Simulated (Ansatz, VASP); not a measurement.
# TiAl in VASP and in Ansatz

```
Ti Al
1.0
     3.22090    0.00000    0.00000
     0.00000    3.22090    0.00000
     0.00000    0.00000    3.22090
Ti Al
1 1
Cartesian
  0.0000 0.0000 0.0000
  1.6104 1.6104 1.6104
```

Alike in both runs: task single point; functional LDA; k mesh 8 × 8 × 8; occupations fermi-dirac, width 0.05 eV; no spin polarisation.

|  | VASP | Ansatz |
| --- | --- | --- |
| version | VASP 6.6.1 | Ansatz 0.2.0 |
| potentials or method | VASP PAW LDA potentials, release 64 (Ti_sv, Al) | Ansatz PAW |
| plane-wave cutoff (eV) | 520 | 420 |
| valence electrons in the cell | 15 | 15 |

```csv
,VASP,Ansatz,Ansatz less VASP
gap on the k mesh at the Fermi level (eV),none,none,-
pressure (GPa),-9.4,-9.5,-0.07
```

LDA's correlation is that of Perdew and Zunger in VASP and of Perdew and Wang (1992) in Ansatz. A gap of «none» marks a metal or a gap that the smearing closes.
